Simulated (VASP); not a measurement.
# Co (P6_3/mmc) in VASP: single point with PBE+D3(BJ)

Aim: the single point of Co with PBE+D3(BJ).

All numbers are computed with VASP 6.6.1; they aren't measurements. Logs are shortened: lines on timing, memory, paths and dates and some standing lists are left out, and cuts for length are marked.

**1. The cell of the first run**

Symmetry: P6_3/mmc, No. 194, hexagonal system. Conventional cell: a = 2.469 Å, b = 2.469 Å, c = 3.994 Å, α = 90.00°, β = 90.00°, γ = 120.00°. Within 3.2 Å of Co (site symmetry -6m2) lie 12 Co at 2.45 to 2.47 Å.

**2. Single point, PBE+D3(BJ), collinear spin, ferromagnetic start**

Contents of INCAR:

```
PREC     = Accurate       # precision mode
ENCUT    = 520            # plane-wave cutoff, eV
EDIFF    = 1E-7           # SCF threshold, eV
ISMEAR   = 0              # smearing method
SIGMA    = 0.1            # smearing width, eV
LREAL    = False          # projectors in reciprocal space
LASPH    = True           # aspherical terms in the spheres
NELM     = 150            # most SCF steps
ALGO     = Fast           # electronic algorithm
ISIF     = 2              # what is computed and relaxed
LWAVE    = False          # write WAVECAR
LCHARG   = False          # write CHGCAR
ISPIN    = 2              # spin polarisation
MAGMOM   = 1.84 1.84      # initial moments
LORBIT   = 11             # projections on sites
LMAXMIX  = 4              # l up to which the mixer works
GGA      = PE             # functional
IVDW     = 12             # dispersion correction
NBANDS   = 20             # bands
```

Contents of KPOINTS:

```
regular mesh
0
Gamma
  18 18 10
```

Contents of POSCAR:

```
Co
1.0
    2.4690747612      0.0000000000      0.0000000000
   -1.2345373806      2.1382814670      0.0000000000
    0.0000000000      0.0000000000      3.9936110730
Co
2
Direct
    0.3333333333      0.6666666667      0.2500000000
    0.6666666667      0.3333333333      0.7500000000
```

Potentials or basis: VASP PAW PBE potentials, release 64 (Co).

Launch:

```sh
> cat potpaw_PBE.64/Co/POTCAR > POTCAR
> mpirun -np 1 vasp_std > vasp.out
```

OUTCAR:

```text
PREC = Accurate
   ENCUT = 520
   EDIFF = 1E-7
   ISMEAR = 0
   LREAL = False
   LASPH = True
   NELM = 150
   ISIF = 2
   ISPIN = 2
   LORBIT = 11
   GGA = PE
   IVDW = 12
 IVDW          = 12

 ion  position               nearest neighbor table
   1  0.333  0.667  0.250-   2 2.45   2 2.45   2 2.45   2 2.45   2 2.45   2 2.45
   2  0.667  0.333  0.750-   1 2.45   1 2.45   1 2.45   1 2.45   1 2.45   1 2.45

  LATTYP: Found a hexagonal cell.
 ALAT       =     2.4690747612
 C/A-ratio  =     1.6174524708

  Lattice vectors:

 A1 = (   2.4690747612,   0.0000000000,   0.0000000000)
 A2 = (  -1.2345373806,   2.1382814670,   0.0000000000)
 A3 = (   0.0000000000,   0.0000000000,   3.9936110730)

Analysis of symmetry for initial positions (statically):
=====================================================================
 Subroutine PRICEL returns:
 Original cell was already a primitive cell.

 Routine SETGRP: Setting up the symmetry group for a
 hexagonal supercell.

 Subroutine GETGRP returns: Found 24 space group operations
 (whereof 12 operations were pure point group operations)
 out of a pool of 24 trial point group operations.

The static configuration has the point symmetry D_3d.
 The point group associated with its full space group is D_6h.

Analysis of symmetry for dynamics (positions and initial velocities):
=====================================================================
 Subroutine PRICEL returns:
 Original cell was already a primitive cell.

 Routine SETGRP: Setting up the symmetry group for a
 hexagonal supercell.

 Subroutine GETGRP returns: Found 24 space group operations
 (whereof 12 operations were pure point group operations)
 out of a pool of 24 trial point group operations.

The dynamic configuration has the point symmetry D_3d.
 The point group associated with its full space group is D_6h.

Analysis of structural, dynamic, and magnetic symmetry:
=====================================================================
 Subroutine PRICEL returns:
 Original cell was already a primitive cell.

 Routine SETGRP: Setting up the symmetry group for a
 hexagonal supercell.

 Subroutine GETGRP returns: Found 24 space group operations
 (whereof 12 operations were pure point group operations)
 out of a pool of 24 trial point group operations.

The overall configuration has the point symmetry D_3d.
 The point group associated with its full space group is D_6h.

 Subroutine INISYM returns: Found 24 space group operations
 (whereof 12 operations are pure point group operations),
 and found     1 'primitive' translations

----------------------------------------------------------------------------------------

                                     Primitive cell

  volume of cell :      21.0846

  direct lattice vectors                    reciprocal lattice vectors
     2.469074761  0.000000000  0.000000000     0.405010013  0.233832640  0.000000000
    -1.234537381  2.138281467  0.000000000     0.000000000  0.467665280  0.000000000
     0.000000000  0.000000000  3.993611073     0.000000000  0.000000000  0.250399947

  length of vectors
     2.469074761  2.469074761  3.993611073     0.467665280  0.467665280  0.250399947

  position of ions in fractional coordinates (direct lattice)
     0.333333333  0.666666667  0.250000000
     0.666666667  0.333333333  0.750000000

  ion indices of the primitive-cell ions
   primitive index   ion index
                 1           1
                 2           2

----------------------------------------------------------------------------------------

 KPOINTS: regular mesh

Automatic generation of k-mesh.
 Grid dimensions read from file:
 generate k-points for:   18   18   10

 Generating k-lattice:

  Cartesian coordinates                     Fractional coordinates (reciprocal lattice)
     0.022500556  0.012990702  0.000000000     0.055555556  0.000000000  0.000000000
     0.000000000  0.025981404  0.000000000     0.000000000  0.055555556  0.000000000
     0.000000000  0.000000000  0.025039995     0.000000000  0.000000000  0.100000000

  Length of vectors
     0.025981404  0.025981404  0.025039995

  Shift w.r.t. Gamma in fractional coordinates (k-lattice)
     0.000000000  0.000000000  0.000000000

 Subroutine IBZKPT returns following result:
 ===========================================

 Found    222 irreducible k-points:

 Following reciprocal coordinates:
            Coordinates               Weight
  0.000000  0.000000  0.000000      1.000000
  0.055556  0.000000  0.000000      6.000000
  0.111111  0.000000  0.000000      6.000000
  0.166667  0.000000  0.000000      6.000000
  0.222222  0.000000  0.000000      6.000000
  0.277778  0.000000  0.000000      6.000000
[... 16 lines left out ...]
  0.333333  0.111111  0.000000     12.000000
  0.388889  0.111111  0.000000     12.000000
 [... further k-points ...]
   k-points           NKPTS =    222   k-points in BZ     NKDIM =    222   number of bands    NBANDS=     20
   number of dos      NEDOS =    301   number of ions     NIONS =      2
   total plane-waves  NPLWV =   9720
   dimension x,y,z NGX =    18 NGY =   18 NGZ =   30
   dimension x,y,z NGXF=    36 NGYF=   36 NGZF=   60
   ions per type =               2
   NGX,Y,Z   is equivalent  to a cutoff of  12.12, 12.12, 12.49 a.u.
   NGXF,Y,Z  is equivalent  to a cutoff of  24.24, 24.24, 24.98 a.u.
 SYSTEM =  unknown system
   PREC   = accura    normal or accurate (medium, high low for compatibility)
   ISTART =      0    job   : 0-new  1-cont  2-samecut
   ICHARG =      2    charge: 1-file 2-atom 10-const
   ISPIN  =      2    spin polarized calculation?
   LNONCOLLINEAR =      F non collinear calculations
   LSORBIT =      F    spin-orbit coupling
   LASPH  =      T    aspherical Exc in radial PAW
   ENCUT  =  520.0 eV  38.22 Ry    6.18 a.u.   4.59  4.59  7.43*2*pi/ulx,y,z
   NELM   =    150;   NELMIN=  2; NELMDL= -5     # of ELM steps
   EDIFF  = 0.1E-06   stopping-criterion for ELM
   LREAL  =      F    real-space projection
   EDIFFG = 0.1E-05   stopping-criterion for IOM
   NSW    =      0    number of steps for IOM
   IBRION =     -1    ionic relax: 0-MD 1-quasi-New 2-CG
   NFREE  =      0    steps in history (QN), initial steepest desc. (CG)
   ISIF   =      2    stress and relaxation
   ISYM   =      2    0-nonsym 1-usesym 2-fastsym
   POTIM  = 0.5000    time-step for ionic-motion
   TEBEG  =    0.0;   TEEND  =   0.0 temperature during run
   PSTRESS=    0.0 pullay stress
   NELECT =      18.0000    total number of electrons
   NUPDOWN=      -1.0000    fix difference up-down
   EMIN   =  10.00;   EMAX   =-10.00  energy-range for DOS
   EFERMI =   0.00;   METHOD = LEGACY
   ISMEAR =     0;   SIGMA  =   0.10  broadening in eV -4-tet -1-fermi 0-gaus
   EFERMI_NEDOS =   21; number of points for ismear=-14 and -15
   IALGO  =     68    algorithm
   IMIX   =      4    mixing-type and parameters
     AMIX     =   0.40;   BMIX     =  1.00
     AMIX_MAG =   1.60;   BMIX_MAG =  1.00
  volume/ion in A,a.u.               =      10.54        71.14
  Fermi-wavevector in a.u.,A,eV,Ry     =   1.553021  2.934784 32.815548  2.411875
  Thomas-Fermi vector in A             =   2.657312
   LORBIT       =     11    0 simple, 1 ext, 2 COOP (PROOUT), +10 PAW based schemes
   GGA     = PE    functional components
   LHFCALC =     F    Hartree Fock is set to
   AEXX    =    0.0000 exact exchange contribution
   IVDW    =    12    specifies the selected vdW correction
   LEPSILON=     F    determine dielectric tensor
   LRPA    =     F    only Hartree local field effects (RPA)
 spin polarized calculation
 RMM-DIIS sequential band-by-band and
 Gauss-broadening in eV      SIGMA  =   0.10
  energy-cutoff  :      520.00
  volume of cell :       21.08
 maximum number of plane-waves:       580
   NGX =  9   NGY =  9   NGZ = 15

 number of electron      17.9999983 magnetization       3.1606158

 Free energy of the ion-electron system (eV)
  ---------------------------------------------------
  ext. energy  EPLUGINS =         0.00000000
  ---------------------------------------------------
  free energy    TOTEN  =       -14.06667721 eV

  energy without entropy =      -14.05817209  energy(sigma->0) =      -14.06242465

 E-fermi :  10.6611     XC(G=0): -13.5737

 val. band max:       10.6544965178   @ k =   0.1111   0.0556   0.2000
 cond. band min:      10.6617988506   @ k =   0.2778   0.0556   0.5000
 fundamental gap:      0.0073023327
 Fermi energy:        10.6611383327

 spin component 1

 k-point     1 :       0.0000    0.0000    0.0000
  band No.  band energies     occupation
      1       1.5941      1.00000
      2       5.4090      1.00000
      3       8.0228      1.00000
      4       8.0439      1.00000
      5       8.0439      1.00000
      6       8.3708      1.00000
[... 12 lines left out ...]
     19      37.0687      0.00000
     20      37.0687      0.00000
[... 507 lines left out ...]
 k-point    24 :       0.3889    0.1111    0.0000
  band No.  band energies     occupation
      1       5.8943      1.00000
      2       6.0601      1.00000
      3       6.1768      1.00000
      4       7.6926      1.00000
      5       7.8147      1.00000
      6       8.1167      1.00000
[... 12 lines left out ...]
     19      33.6945      0.00000
     20      36.0891      0.00000

 [... further k-points ...]

 spin component 2

 k-point     1 :       0.0000    0.0000    0.0000
  band No.  band energies     occupation
      1       1.5881      1.00000
      2       6.3322      1.00000
      3       9.6254      1.00000
      4       9.6521      1.00000
      5       9.6521      1.00000
      6      10.0331      1.00000
[... 12 lines left out ...]
     19      37.3577      0.00000
     20      37.3577      0.00000
[... 507 lines left out ...]
 k-point    24 :       0.3889    0.1111    0.0000
  band No.  band energies     occupation
      1       6.6511      1.00000
      2       7.2386      1.00000
      3       7.3826      1.00000
      4       8.4929      1.00000
      5       9.3848      1.00000
      6       9.6020      1.00000
[... 12 lines left out ...]
     19      34.0091      0.00000
     20      36.4421      0.00000

 [... further k-points ...]

------------------------ aborting loop because EDIFF is reached ----------------------------------------

 Edisp (eV)   -0.85893

 E8    (eV) :    -0.3770

  FORCE on cell =-STRESS in cart. coord.  units (eV):
  Direction    XX          YY          ZZ          XY          YZ          ZX
  --------------------------------------------------------------------------------------
  -------------------------------------------------------------------------------------
  Total      -0.10634    -0.10634    -0.12700     0.00000    -0.00000     0.00000
  in kB      -8.08043    -8.08043    -9.65029     0.00000    -0.00000     0.00000
  external pressure =       -8.60 kB  Pullay stress =        0.00 kB

 VOLUME and BASIS-vectors are now :
 -----------------------------------------------------------------------------
  energy-cutoff  :      520.00
  volume of cell :       21.08
      direct lattice vectors                 reciprocal lattice vectors
     2.469074761  0.000000000  0.000000000     0.405010013  0.233832640  0.000000000
    -1.234537381  2.138281467  0.000000000     0.000000000  0.467665280  0.000000000
     0.000000000  0.000000000  3.993611073     0.000000000  0.000000000  0.250399947

 POSITION                                       TOTAL-FORCE (eV/Angst)
 -----------------------------------------------------------------------------------
     -0.00000      1.42552      0.99840        -0.000000      0.000000      0.000000
      1.23454      0.71276      2.99521         0.000000     -0.000000      0.000000
 -----------------------------------------------------------------------------------
    total drift:                               -0.000000      0.000000     -0.000000

  FREE ENERGIE OF THE ION-ELECTRON SYSTEM (eV)
  ---------------------------------------------------
  free  energy   TOTEN  =       -14.9256043083 eV

  energy  without entropy=      -14.9170991867  energy(sigma->0) =      -14.92135175

 total charge

# of ion       s       p       d       tot
------------------------------------------
    1        0.501   0.547   7.283   8.331
    2        0.501   0.547   7.283   8.331
--------------------------------------------------
tot          1.001   1.093  14.567  16.661

 magnetization (x)

# of ion       s       p       d       tot
------------------------------------------
    1       -0.016  -0.056   1.667   1.595
    2       -0.016  -0.056   1.667   1.595
--------------------------------------------------
tot         -0.031  -0.113   3.334   3.191
```

It took 2.1 min on 1 thread of Intel Xeon Platinum 8375C at 2.90GHz (Ice Lake), shared host; peak memory 0.25 GiB.

What came out:

| Quantity | Value |
| --- | --- |
| Free energy | -14.9256 eV |
| Pressure | -0.9 GPa |
| Net moment | 3.16 μB per cell |
| Site moments | Co +1.59 μB |
| Valence electrons inside the program's atomic spheres | Co 8.33 |
| Dispersion energy per atom | -0.429 eV |

Levels at points of the mesh, in eV from the Fermi level:
Spin up:
```
           k point  band 9  band 10  band 11  band 12  band 13  band 14
(0.00, 0.00, 0.00)   -1.93    -0.78    -0.78    -0.08     6.62    22.23
(0.50, 0.00, 0.00)   -0.54    -0.48     1.40     3.48     9.93    10.62
(0.00, 0.00, 0.50)   -1.10    -1.10    -1.10    -1.10    15.36    15.36
(0.50, 0.00, 0.50)   -0.55    -0.55     1.66     1.66     7.54     7.54
```
Spin down:
| k point | band 4 | band 5 | band 6 | band 7 | band 8 | band 9 | band 10 | band 11 |
| --- | --- | --- | --- | --- | --- | --- | --- | --- |
| (0.00, 0.00, 0.00) | -1.01 | -1.01 | -0.63 | -0.63 | -0.19 | -0.19 | -0.14 | 1.08 |
| (0.50, 0.00, 0.00) | -1.90 | -1.17 | -1.08 | -0.65 | 1.21 | 1.35 | 1.39 | 2.62 |
| (0.00, 0.00, 0.50) | -1.60 | -1.08 | -1.08 | -1.08 | -1.08 | 0.73 | 0.73 | 0.73 |
| (0.50, 0.00, 0.50) | -2.47 | -0.07 | -0.07 | 0.25 | 0.25 | 1.32 | 1.32 | 2.27 |
